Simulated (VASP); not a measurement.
# CdS (Hawleyite) (F-43m) in VASP: a series of runs

CdS (Hawleyite) is run at these levels: PBE, PBE+D3(BJ); tasks: single point.

Program: VASP 6.6.1. These are calculated values, not measurements. Logs are shortened: lines on timing, memory, paths and dates and some standing lists are left out, and cuts for length are marked.

### 1 The cell of the first run

The structure is cubic, space group F-43m (No. 216). The conventional cell has a = 5.833 Å, b = 5.833 Å, c = 5.833 Å, α = 90.00°, β = 90.00°, γ = 90.00°. Cd (site symmetry -43m) has 4 S at 2.53 Å within 3.3 Å. S (site symmetry -43m) has 4 Cd at 2.53 Å within 3.3 Å.

### 2 Single point, PBE

INCAR reads:

```
SYSTEM = CdS
ALGO = Normal ; EDIFF = 1E-7
ENCUT = 520 ; GGA = PE
ISIF = 2 ; ISMEAR = 0
LASPH = .True. ; LCHARG = .True.
LELF = .True. ; LREAL = .False.
LVHAR = .True. ; LWAVE = .False.
NBANDS = 16 ; NELM = 60
PREC = Accurate ; SIGMA = 0.026000000000000002
```

KPOINTS reads:

```
k-points
0
Gamma
  8 8 8
  0 0 0
```

POSCAR reads:

```
CdS
1.0
    0.0000000000      2.9165000000      2.9165000000
    2.9165000000      0.0000000000      2.9165000000
    2.9165000000      2.9165000000      0.0000000000
Cd S
1 1
Direct
    0.0000000000      0.0000000000      0.0000000000
    0.7500000000      0.7500000000      0.7500000000
```

Potentials or basis: VASP PAW PBE potentials, release 64 (Cd, S).

Launch:

```
$ cat potpaw_PBE.64/Cd/POTCAR potpaw_PBE.64/S/POTCAR > POTCAR
$ mpirun -np 1 vasp_std > vasp.out
```

OUTCAR:

```text
SYSTEM = CdS
   EDIFF = 1E-7
   ENCUT = 520
   GGA = PE
   ISIF = 2
   ISMEAR = 0
   LASPH = .True.
   LREAL = .False.
   NELM = 60
   PREC = Accurate

 ion  position               nearest neighbor table
   1  0.000  0.000  0.000-   2 2.53   2 2.53   2 2.53   2 2.53
   2  0.750  0.750  0.750-   1 2.53   1 2.53   1 2.53   1 2.53

  LATTYP: Found a face centered cubic cell.
 ALAT       =     5.8330000000

  Lattice vectors:

 A1 = (   0.0000000000,   2.9165000000,   2.9165000000)
 A2 = (   2.9165000000,   0.0000000000,   2.9165000000)
 A3 = (   2.9165000000,   2.9165000000,   0.0000000000)

Analysis of symmetry for initial positions (statically):
=====================================================================
 Subroutine PRICEL returns:
 Original cell was already a primitive cell.

 Routine SETGRP: Setting up the symmetry group for a
 face centered cubic supercell.

 Subroutine GETGRP returns: Found 24 space group operations
 (whereof 24 operations were pure point group operations)
 out of a pool of 48 trial point group operations.

The static configuration has the point symmetry T_d .

Analysis of symmetry for dynamics (positions and initial velocities):
=====================================================================
 Subroutine PRICEL returns:
 Original cell was already a primitive cell.

 Routine SETGRP: Setting up the symmetry group for a
 face centered cubic supercell.

 Subroutine GETGRP returns: Found 24 space group operations
 (whereof 24 operations were pure point group operations)
 out of a pool of 48 trial point group operations.

The dynamic configuration has the point symmetry T_d .

 Subroutine INISYM returns: Found 24 space group operations
 (whereof 24 operations are pure point group operations),
 and found     1 'primitive' translations

----------------------------------------------------------------------------------------

                                     Primitive cell

  volume of cell :      49.6153

  direct lattice vectors                    reciprocal lattice vectors
     0.000000000  2.916500000  2.916500000    -0.171438368  0.171438368  0.171438368
     2.916500000  0.000000000  2.916500000     0.171438368 -0.171438368  0.171438368
     2.916500000  2.916500000  0.000000000     0.171438368  0.171438368 -0.171438368

  length of vectors
     4.124553855  4.124553855  4.124553855     0.296939964  0.296939964  0.296939964

  position of ions in fractional coordinates (direct lattice)
     0.000000000  0.000000000  0.000000000
     0.750000000  0.750000000  0.750000000

  ion indices of the primitive-cell ions
   primitive index   ion index
                 1           1
                 2           2

----------------------------------------------------------------------------------------

 KPOINTS: k-points

Automatic generation of k-mesh.
 Grid dimensions read from file:
 generate k-points for:    8    8    8

 Generating k-lattice:

  Cartesian coordinates                     Fractional coordinates (reciprocal lattice)
    -0.021429796  0.021429796  0.021429796     0.125000000  0.000000000  0.000000000
     0.021429796 -0.021429796  0.021429796     0.000000000  0.125000000  0.000000000
     0.021429796  0.021429796 -0.021429796     0.000000000  0.000000000  0.125000000

  Length of vectors
     0.037117495  0.037117495  0.037117495

  Shift w.r.t. Gamma in fractional coordinates (k-lattice)
     0.000000000  0.000000000  0.000000000

 Subroutine IBZKPT returns following result:
 ===========================================

 Found     29 irreducible k-points:

 Following reciprocal coordinates:
            Coordinates               Weight
  0.000000  0.000000  0.000000      1.000000
  0.125000  0.000000  0.000000      8.000000
  0.250000  0.000000  0.000000      8.000000
  0.375000  0.000000  0.000000      8.000000
  0.500000  0.000000  0.000000      4.000000
  0.125000  0.125000  0.000000      6.000000
[... 16 lines left out ...]
  0.500000  0.250000  0.125000     48.000000
 -0.375000  0.250000  0.125000     24.000000
 [... further k-points ...]
   k-points           NKPTS =     29   k-points in BZ     NKDIM =     29   number of bands    NBANDS=     16
   number of dos      NEDOS =    301   number of ions     NIONS =      2
   total plane-waves  NPLWV =  32768
   dimension x,y,z NGX =    32 NGY =   32 NGZ =   32
   dimension x,y,z NGXF=    64 NGYF=   64 NGZF=   64
   ions per type =               1   1
   NGX,Y,Z   is equivalent  to a cutoff of  12.90, 12.90, 12.90 a.u.
   NGXF,Y,Z  is equivalent  to a cutoff of  25.80, 25.80, 25.80 a.u.
 SYSTEM =  CdS
   PREC   = accura    normal or accurate (medium, high low for compatibility)
   ISTART =      0    job   : 0-new  1-cont  2-samecut
   ICHARG =      2    charge: 1-file 2-atom 10-const
   ISPIN  =      1    spin polarized calculation?
   LNONCOLLINEAR =      F non collinear calculations
   LSORBIT =      F    spin-orbit coupling
   LASPH  =      T    aspherical Exc in radial PAW
   ENCUT  =  520.0 eV  38.22 Ry    6.18 a.u.   7.67  7.67  7.67*2*pi/ulx,y,z
   NELM   =     60;   NELMIN=  2; NELMDL= -5     # of ELM steps
   EDIFF  = 0.1E-06   stopping-criterion for ELM
   LREAL  =      F    real-space projection
   EDIFFG = 0.1E-05   stopping-criterion for IOM
   NSW    =      0    number of steps for IOM
   IBRION =     -1    ionic relax: 0-MD 1-quasi-New 2-CG
   NFREE  =      0    steps in history (QN), initial steepest desc. (CG)
   ISIF   =      2    stress and relaxation
   ISYM   =      2    0-nonsym 1-usesym 2-fastsym
   POTIM  = 0.5000    time-step for ionic-motion
   TEBEG  =    0.0;   TEEND  =   0.0 temperature during run
   PSTRESS=    0.0 pullay stress
   NELECT =      18.0000    total number of electrons
   NUPDOWN=      -1.0000    fix difference up-down
   EMIN   =  10.00;   EMAX   =-10.00  energy-range for DOS
   EFERMI =   0.00;   METHOD = LEGACY
   ISMEAR =     0;   SIGMA  =   0.03  broadening in eV -4-tet -1-fermi 0-gaus
   EFERMI_NEDOS =   21; number of points for ismear=-14 and -15
   IALGO  =     38    algorithm
   IMIX   =      4    mixing-type and parameters
     AMIX     =   0.40;   BMIX     =  1.00
     AMIX_MAG =   1.60;   BMIX_MAG =  1.00
  volume/ion in A,a.u.               =      24.81       167.41
  Fermi-wavevector in a.u.,A,eV,Ry     =   1.167599  2.206442 18.548649  1.363287
  Thomas-Fermi vector in A             =   2.304097
   LORBIT       =      0    0 simple, 1 ext, 2 COOP (PROOUT), +10 PAW based schemes
   GGA     = PE    functional components
   LHFCALC =     F    Hartree Fock is set to
   AEXX    =    0.0000 exact exchange contribution
   IVDW    =     0    specifies the selected vdW correction
   LEPSILON=     F    determine dielectric tensor
   LRPA    =     F    only Hartree local field effects (RPA)
 non-spin polarized calculation
 Gauss-broadening in eV      SIGMA  =   0.03
  energy-cutoff  :      520.00
  volume of cell :       49.62
 maximum number of plane-waves:      1363
   NGX = 15   NGY = 15   NGZ = 15

 number of electron      18.0000004 magnetization

 Free energy of the ion-electron system (eV)
  ---------------------------------------------------
  ext. energy  EPLUGINS =         0.00000000
  ---------------------------------------------------
  free energy    TOTEN  =        -6.12127789 eV

  energy without entropy =       -6.12127789  energy(sigma->0) =       -6.12127789

 E-fermi :   1.5053     XC(G=0):  -9.1497

 val. band max:        1.3143377331   @ k =   0.0000   0.0000   0.0000
 cond. band min:       2.4641080293   @ k =   0.0000   0.0000   0.0000
 fundamental gap:      1.1497702961
 Fermi energy:         1.5052713209

 k-point     1 :       0.0000    0.0000    0.0000
  band No.  band energies     occupation
      1     -11.0554      2.00000
      2      -6.4137      2.00000
      3      -6.4137      2.00000
      4      -6.4137      2.00000
      5      -5.9338      2.00000
      6      -5.9338      2.00000
[... 8 lines left out ...]
     15      12.7950      0.00000
     16      12.7950      0.00000

 k-point     2 :       0.1250    0.0000    0.0000
  band No.  band energies     occupation
      1     -10.9933      2.00000
      2      -6.3912      2.00000
      3      -6.3912      2.00000
      4      -6.3600      2.00000
      5      -5.9349      2.00000
      6      -5.9349      2.00000
[... 8 lines left out ...]
     15      12.1973      0.00000
     16      13.3259      0.00000

 k-point     3 :       0.2500    0.0000    0.0000
  band No.  band energies     occupation
      1     -10.8426      2.00000
      2      -6.3424      2.00000
      3      -6.3424      2.00000
      4      -6.1672      2.00000
      5      -5.9295      2.00000
      6      -5.9295      2.00000
[... 8 lines left out ...]
     15      11.9619      0.00000
     16      12.6506      0.00000

 k-point     4 :       0.3750    0.0000    0.0000
  band No.  band energies     occupation
      1     -10.6920      2.00000
      2      -6.3048      2.00000
      3      -6.3048      2.00000
      4      -5.9094      2.00000
      5      -5.9094      2.00000
      6      -5.8119      2.00000
[... 8 lines left out ...]
     15      12.8190      0.00000
     16      12.8190      0.00000
[... 324 lines left out ...]
 k-point    22 :       0.3750    0.2500    0.1250
  band No.  band energies     occupation
      1     -10.7320      2.00000
      2      -6.2904      2.00000
      3      -6.2640      2.00000
      4      -6.1005      2.00000
      5      -5.9265      2.00000
      6      -5.8732      2.00000
[... 8 lines left out ...]
     15      13.3246      0.00000
     16      15.2046      0.00000

 k-point    23 :       0.5000    0.2500    0.1250
  band No.  band energies     occupation
      1     -10.6136      2.00000
      2      -6.2545      2.00000
      3      -6.2285      2.00000
      4      -6.0000      2.00000
      5      -5.9002      2.00000
      6      -5.6424      2.00000
[... 8 lines left out ...]
     15      14.1446      0.00000
     16      14.4106      0.00000

 k-point    24 :      -0.3750    0.2500    0.1250
  band No.  band energies     occupation
      1     -10.5653      2.00000
      2      -6.2497      2.00000
      3      -6.2116      2.00000
      4      -5.9596      2.00000
      5      -5.9070      2.00000
      6      -5.4397      2.00000
[... 8 lines left out ...]
     15      13.6170      0.00000
     16      14.4857      0.00000

 [... further k-points ...]
[... 5 lines left out ...]
  --------------------------------------------------------------------------------------
  -------------------------------------------------------------------------------------
  Total        0.9935897      0.9935897      0.9935897      0.0000000      0.0000000     -0.0000000
  in kB       32.0849774     32.0849774     32.0849774      0.0000000      0.0000000     -0.0000000
  external PRESSURE =      32.0849774 kB  Pullay stress =       0.0000000 kB

 VOLUME and BASIS-vectors are now :
 -----------------------------------------------------------------------------
  energy-cutoff  :      520.00
  volume of cell :       49.62
      direct lattice vectors                 reciprocal lattice vectors
     0.000000000  2.916500000  2.916500000    -0.171438368  0.171438368  0.171438368
     2.916500000  0.000000000  2.916500000     0.171438368 -0.171438368  0.171438368
     2.916500000  2.916500000  0.000000000     0.171438368  0.171438368 -0.171438368

 POSITION                                       TOTAL-FORCE (eV/Angst)
 -----------------------------------------------------------------------------------
      0.00000      0.00000      0.00000        -0.000000     -0.000000      0.000000
      4.37475      4.37475      4.37475         0.000000      0.000000     -0.000000
 -----------------------------------------------------------------------------------
    total drift:                                0.000000      0.000000      0.000000

  FREE ENERGIE OF THE ION-ELECTRON SYSTEM (eV)
  ---------------------------------------------------
  free  energy   TOTEN  =        -6.1212778902 eV

  energy  without entropy=       -6.1212778902  energy(sigma->0) =       -6.12127789
```

Run time: 23 s. Hardware: 1 thread of Intel Xeon Platinum 8488C (Sapphire Rapids), shared host; peak memory 0.18 GiB.

Results:

| Property | Result |
| --- | --- |
| Free energy | -6.1213 eV |
| Pressure | 3.2 GPa |
| Band gap on the k mesh | 1.15 eV, direct |

Levels at points of the mesh, in eV from the valence-band top:
| k point | band 7 | band 8 | band 9 | band 10 | band 11 | band 12 |
| --- | --- | --- | --- | --- | --- | --- |
| (0.00, 0.00, 0.00) | 0.00 | 0.00 | 0.00 | 1.15 | 6.55 | 6.55 |
| (0.50, 0.00, 0.00) | -4.40 | -0.75 | -0.75 | 3.02 | 7.01 | 7.01 |
| (0.50, 0.50, 0.00) | -3.95 | -1.88 | -1.88 | 3.55 | 4.35 | 9.23 |

A hybrid or GW would open this gap; PBE tends to underestimate it.

### 3 Single point, PBE

INCAR reads:

```
PREC = Accurate
ENCUT = 520
EDIFF = 1E-7
ISMEAR = 0
SIGMA = 0.027000000000000003
LREAL = F
LASPH = T
NELM = 80
ALGO = Normal
ISIF = 2
LWAVE = F
LCHARG = T
GGA = PE
LELF = T
LVHAR = T
NBANDS = 16
```

KPOINTS reads:

```
regular mesh
0
Gamma
  8 8 8
```

POSCAR is that of step 2.

Potentials or basis: VASP PAW PBE potentials, release 64 (Cd, S).

Launch:

```
$ cat potpaw_PBE.64/Cd/POTCAR potpaw_PBE.64/S/POTCAR > POTCAR
$ mpirun -np 1 vasp_std > vasp.out
```

OUTCAR:

```text
PREC = Accurate
   ENCUT = 520
   EDIFF = 1E-7
   ISMEAR = 0
   LREAL = F
   LASPH = T
   NELM = 80
   ISIF = 2
   GGA = PE

 ion  position               nearest neighbor table
   1  0.000  0.000  0.000-   2 2.53   2 2.53   2 2.53   2 2.53
   2  0.750  0.750  0.750-   1 2.53   1 2.53   1 2.53   1 2.53

  LATTYP: Found a face centered cubic cell.
 ALAT       =     5.8330000000

  Lattice vectors:

 A1 = (   0.0000000000,   2.9165000000,   2.9165000000)
[... 642 lines left out ...]
------------------------ aborting loop because EDIFF is reached ----------------------------------------

  FORCE on cell =-STRESS in cart. coord.  units (eV):
  Direction    XX          YY          ZZ          XY          YZ          ZX
  --------------------------------------------------------------------------------------
  -------------------------------------------------------------------------------------
  Total        0.9935897      0.9935897      0.9935897      0.0000000      0.0000000      0.0000000
  in kB       32.0849771     32.0849771     32.0849771      0.0000000      0.0000000      0.0000000
  external PRESSURE =      32.0849771 kB  Pullay stress =       0.0000000 kB

 VOLUME and BASIS-vectors are now :
 -----------------------------------------------------------------------------
  energy-cutoff  :      520.00
  volume of cell :       49.62
      direct lattice vectors                 reciprocal lattice vectors
     0.000000000  2.916500000  2.916500000    -0.171438368  0.171438368  0.171438368
     2.916500000  0.000000000  2.916500000     0.171438368 -0.171438368  0.171438368
     2.916500000  2.916500000  0.000000000     0.171438368  0.171438368 -0.171438368

 POSITION                                       TOTAL-FORCE (eV/Angst)
 -----------------------------------------------------------------------------------
      0.00000      0.00000      0.00000         0.000000      0.000000      0.000000
      4.37475      4.37475      4.37475        -0.000000     -0.000000     -0.000000
 -----------------------------------------------------------------------------------
    total drift:                                0.000000      0.000000      0.000000

  FREE ENERGIE OF THE ION-ELECTRON SYSTEM (eV)
  ---------------------------------------------------
  free  energy   TOTEN  =        -6.1212778902 eV

  energy  without entropy=       -6.1212778902  energy(sigma->0) =       -6.12127789
```

OSZICAR:

```text
N       E                     dE             d eps       ncg     rms          rms(c)
DAV:   1     0.108360039977E+03    0.10836E+03   -0.91209E+03   952   0.103E+03
DAV:   2    -0.245418683914E+01   -0.11081E+03   -0.10478E+03  1152   0.252E+02
DAV:   3    -0.663963095065E+01   -0.41854E+01   -0.41784E+01  1088   0.511E+01
DAV:   4    -0.666513072637E+01   -0.25500E-01   -0.25497E-01  1224   0.394E+00
DAV:   5    -0.666547005159E+01   -0.33933E-03   -0.33932E-03  1104   0.426E-01    0.812E+00
DAV:   6    -0.614023971353E+01    0.52523E+00   -0.83505E-01  1384   0.116E+01    0.652E+00
DAV:   7    -0.612086997559E+01    0.19370E-01   -0.19821E-01  1152   0.304E+00    0.316E+00
DAV:   8    -0.612116513960E+01   -0.29516E-03   -0.18301E-02  1104   0.172E+00    0.310E-01
DAV:   9    -0.612108427730E+01    0.80862E-04   -0.21505E-03  1088   0.690E-01    0.579E-02
DAV:  10    -0.612120281039E+01   -0.11853E-03   -0.24600E-04  1144   0.163E-01    0.661E-02
DAV:  11    -0.612128479805E+01   -0.81988E-04   -0.12697E-04  1040   0.913E-02    0.211E-02
DAV:  12    -0.612127692536E+01    0.78727E-05   -0.25647E-05  1272   0.664E-02    0.102E-02
DAV:  13    -0.612127823530E+01   -0.13099E-05   -0.45860E-06  1072   0.129E-02    0.133E-02
DAV:  14    -0.612127790296E+01    0.33235E-06   -0.37961E-07  1184   0.346E-03    0.507E-03
DAV:  15    -0.612127789023E+01    0.12725E-07   -0.26180E-08   776   0.107E-03
   1 F= -.61212779E+01 E0= -.61212779E+01  d E =-.170821E-25
```

stdout:

```text
POSCAR found type information on POSCAR CdS
 POSCAR found :  2 types and       2 ions
 scaLAPACK will be used
 LDA part: xc-table for (Slater+PW92), standard interpolation
 POSCAR, INCAR and KPOINTS ok, starting setup
 FFT: planning ... GRIDC
 FFT: planning ... GRID_SOFT
 FFT: planning ... GRID
 WAVECAR not read
 entering main loop
```

It took 21 s on 1 thread of Intel Xeon Platinum 8488C (Sapphire Rapids), shared host; peak memory 0.18 GiB.

What came out:

- Free energy: -6.1213 eV
- Pressure: 3.2 GPa
- Band gap on the k mesh: 1.15 eV, direct

As with any semilocal functional, this PBE gap is likely too small.

### 4 Single point, PBE+D3(BJ)

This run uses another cell than the first one, of 25.05 Å³/atom, 1.010 times its volume.

INCAR reads:

```
PREC     = Accurate       # precision mode
ENCUT    = 520            # plane-wave cutoff, eV
EDIFF    = 1E-7           # SCF threshold, eV
ISMEAR   = -1             # smearing method
SIGMA    = 0.05           # smearing width, eV
LREAL    = F              # projectors in reciprocal space
LASPH    = T              # aspherical terms in the spheres
NELM     = 80             # most SCF steps
ALGO     = Normal         # electronic algorithm
ISIF     = 2              # what is computed and relaxed
LWAVE    = F              # write WAVECAR
LCHARG   = F              # write CHGCAR
GGA      = PE             # functional
IVDW     = 12             # dispersion correction
NBANDS   = 16             # bands
```

KPOINTS reads:

```
Automatic mesh
0
Gamma
  8 8 8
```

POSCAR reads:

```
CdS
1.0
    0.0000000000      2.9260453291      2.9260453291
    2.9260453291      0.0000000000      2.9260453291
    2.9260453291      2.9260453291      0.0000000000
Cd S
1 1
Direct
    0.0000000000      0.0000000000      0.0000000000
    0.7500000000      0.7500000000      0.7500000000
```

Launch:

```
$ cat potpaw_PBE.64/Cd/POTCAR potpaw_PBE.64/S/POTCAR > POTCAR
$ mpirun -np 1 vasp_std > vasp.out
```

Run time: 20 s. Hardware: 1 thread of Intel Xeon Platinum 8488C (Sapphire Rapids), shared host; peak memory 0.19 GiB.

The run converged. Its results:

- Free energy: -6.7367 eV
- Pressure: 0.4 GPa
- Band gap on the k mesh: 1.13 eV, direct
- Dispersion energy per atom: -0.303 eV

Levels at points of the mesh, in eV from the valence-band top:
```
           k point  band 5  band 6  band 7  band 8  band 9  band 10  band 11  band 12  band 13  band 14
(0.00, 0.00, 0.00)   -7.23   -7.23    0.00    0.00    0.00     1.13     6.55     6.55     6.55    11.39
(0.50, 0.00, 0.00)   -7.19   -6.85   -4.34   -0.74   -0.74     3.00     7.01     7.01     7.45    11.06
(0.50, 0.50, 0.00)   -7.14   -6.79   -3.91   -1.85   -1.85     3.57     4.34     9.19    10.72    10.72
```

### 5 Overview

```tsv
level	cell	smearing	gap on the mesh (eV)	pressure (GPa)
PBE	a = 4.125 Å, angles 60.0°, 2 atoms	gaussian 0.026 eV	1.15	3.2
PBE	a = 4.125 Å, angles 60.0°, 2 atoms	gaussian 0.027 eV	1.15	3.2
PBE+D3(BJ)	a = 4.138 Å, angles 60.0°, 2 atoms	fermi-dirac 0.05 eV	1.13	0.4
```

Alike in all rows: task single point; potentials or basis VASP PAW PBE potentials, release 64 (Cd, S); no spin polarisation; k mesh 8 × 8 × 8; cutoff (eV) 520.

Absolute energies hang on the potentials; compare differences alone.
